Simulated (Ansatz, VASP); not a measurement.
## CaS: VASP beside Ansatz

```
CELL_PARAMETERS angstrom
0.00000 2.78975 2.78975
2.78975 0.00000 2.78975
2.78975 2.78975 0.00000
ATOMIC_POSITIONS crystal
Ca 0.00000 0.00000 0.00000
S 0.50000 0.50000 0.50000
```

Alike in both runs: task single point; functional r2SCAN; k mesh 8 × 8 × 8; occupations gaussian, width 0.02 eV; no spin polarisation.

```csv
,VASP,Ansatz
version,VASP 6.6.1,Ansatz 0.2.0
potentials or method,"VASP PAW PBE potentials, release 64 (Ca_sv, S), cutoff 550 eV","scalar-relativistic, plane waves, PAW"
valence electrons in the cell,16,16
```

Ansatz gave:

```
gap on the k mesh at the Fermi level (eV) : 2.65
least direct gap on the mesh (eV)         : 3.52
pressure (GPa)                            : 4.3
```

**Question.** Estimate VASP's values.

**Answer.** gap on the k mesh at the Fermi level (eV): 2.65; least direct gap on the mesh (eV): 3.52; pressure (GPa): 4.7.

VASP's potentials were made for PBE, not for r2SCAN.
